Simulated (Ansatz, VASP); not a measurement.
LaTe in VASP and in Ansatz

```
CELL_PARAMETERS angstrom
0.00000 3.21800 3.21800
3.21800 0.00000 3.21800
3.21800 3.21800 0.00000
ATOMIC_POSITIONS crystal
La 0.00000 0.00000 0.00000
Te 0.50000 0.50000 0.50000
```

Alike in both runs: task single point; functional LDA; k mesh 6 × 6 × 6; no spin polarisation.

```csv
,VASP,Ansatz
version,VASP 6.6.1,Ansatz 0.2.0
potentials or method,"VASP PAW LDA potentials, release 64 (La, Te), cutoff 500 eV",all-electron (LAPW or listed datasets)
occupations,"fermi-dirac, width 0.1 eV",fermi-dirac
```

|  | VASP | Ansatz | Ansatz less VASP |
| --- | --- | --- | --- |
| pressure (GPa) | -2.5 | -2.5 | -0.03 |

LDA's correlation is that of Perdew and Zunger in VASP and of Perdew and Wang (1992) in Ansatz. Ansatz ran all-electron here, and VASP with PAW potentials.

Spin-orbit coupling is off throughout.
